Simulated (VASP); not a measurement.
Here is a VASP 6.6.1 calculation.

INCAR

```
SYSTEM = Cu
PREC = Accurate
ENCUT = 520
EDIFF = 1E-6
ISMEAR = -1
SIGMA = 0.06122561905347299
LREAL = .FALSE.
LASPH = .TRUE.
NELM = 80
ALGO = Normal
ISIF = 2
LWAVE = .FALSE.
LCHARG = .FALSE.
GGA = PE
NBANDS = 18
```

KPOINTS

```
regular mesh
0
G
  18 18 18
  0 0 0
```

POSCAR

```
Cu
1.0
    0.0000000000      2.6587736729      2.6587736729
    2.6587736729      0.0000000000      2.6587736729
    2.6587736729      2.6587736729      0.0000000000
Cu
2
Direct
    0.0000000000      0.0000000000      0.0000000000
    0.2500000000      0.2500000000      0.2500000000
```

Potentials or basis: VASP PAW PBE potentials, release 64 (Cu).

Run with:

```bash
$ cat potpaw_PBE.64/Cu/POTCAR > POTCAR
$ mpirun -np 1 vasp_std > vasp.out
```

(1) Predict the band gap on the k mesh.

(2) Predict the pressure.

## Answers

(1) zero (band 11 reaches 3.52 eV, above the bottom of band 12 at 2.55 eV).

(2) 1.1 GPa.
